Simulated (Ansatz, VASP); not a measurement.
One calculation of Ca, two programs

INCAR

```
PREC = Accurate
ENCUT = 520
EDIFF = 1E-6
ISMEAR = 0
SIGMA = 0.15
LREAL = F
LASPH = T
NELM = 80
ALGO = Fast
ISIF = 2
LWAVE = F
LCHARG = F
GGA = PS
NBANDS = 11
```

File KPOINTS:

```
regular mesh
0
Gamma
  16 16 16
```

The input POSCAR:

```
Ca
1.0
   -2.3072000000      2.3072000000      2.2736000000
    2.3072000000     -2.3072000000      2.2736000000
    2.3072000000      2.3072000000     -2.2736000000
Ca
1
Direct
    0.0000000000      0.0000000000      0.0000000000
```

Input for Ansatz:

```yaml
crystal:
  lattice:
    - [-2.3072, 2.3072, 2.2736]
    - [2.3072, -2.3072, 2.2736]
    - [2.3072, 2.3072, -2.2736]
  atoms:
    - { symbol: Ca, position: [0.0, 0.0, 0.0] }
basis:
  ecutwfc: 420
kpoints:
  mp_grid: { grid: [16, 16, 16] }
hamiltonian:
  xc: pbesol
scf:
  occupations: { method: gaussian, width: 0.15 }
output:
  forces: true
  stress: true
  eigenvalues: true
```

Change from the starting cell: strain +0.030 along x and y, +0.015 along z, atoms carried along.

Alike in both runs: task single point; functional PBEsol; k mesh 16 × 16 × 16; occupations gaussian, width 0.15 eV; no spin polarisation.

|  | VASP | Ansatz |
| --- | --- | --- |
| version | VASP 6.6.1 | Ansatz 0.2.0 |
| potentials or method | VASP PAW PBE potentials, release 64 (Ca_sv), cutoff 520 eV | scalar-relativistic, plane waves, PAW |
| valence electrons in the cell | 10 | 10 |

```csv
,VASP,Ansatz,Ansatz less VASP
gap on the k mesh at the Fermi level (eV),none,none,-
pressure (GPa),-2.3,-2.4,0.00
```

VASP's potentials were made for PBE, not for PBEsol. A gap of «none» marks a metal or a gap that the smearing closes. The functional is the same, so the differences come from potentials, cutoffs and numerics.
